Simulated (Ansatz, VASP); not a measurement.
# Two plane-wave programs on ZnTe3P2Pt

```
Zn Te P Pt
1.0
     4.02319    0.00000    0.00000
     0.00000    4.02319    0.00000
     0.00000    0.00000   10.31384
Zn Te P Pt
1 3 2 1
Direct
  0.50000 0.50000 0.00000
  0.00000 0.00000 0.24223
  0.00000 0.00000 0.75777
  0.50000 0.50000 0.50000
  0.50000 0.50000 0.77399
  0.50000 0.50000 0.22601
  0.00000 0.00000 0.50000
```

Change from the starting cell: species swapped into the Ba3ZnN2O type (P4/mmm, No. 123).

Alike in both runs: functional PBE; k mesh 8 × 8 × 4; occupations gaussian, width 0.1 eV; no spin polarisation.

Ansatz relaxed the structure, and its values are those at the end. VASP's run is a single point on that final structure, the one shown.

|  | VASP | Ansatz |
| --- | --- | --- |
| version | VASP 6.6.1 | Ansatz 0.2.0 |
| potentials or method | VASP PAW PBE potentials, release 64 (Zn, Te, P, Pt), cutoff 520 eV | scalar-relativistic, plane waves, PAW |
| valence electrons in the cell | 50 | 88 |

Ansatz gave:

| Quantity | Value |
| --- | --- |
| gap on the k mesh at the Fermi level (eV) | none |
| pressure (GPa) | 0.0 |
| rms of the force components (eV/Å) | 0.002 |

Problem. What did VASP give for the same quantities?

Solution. gap on the k mesh at the Fermi level (eV): none; pressure (GPa): -0.1; rms of the force components (eV/Å): 0.006.

A gap of «none» marks a metal or a gap that the smearing closes. VASP's potentials hold 50 valence electrons a cell and Ansatz's 88, so a difference there can come from the potentials and not from the codes.

Neither program's run includes spin-orbit coupling.
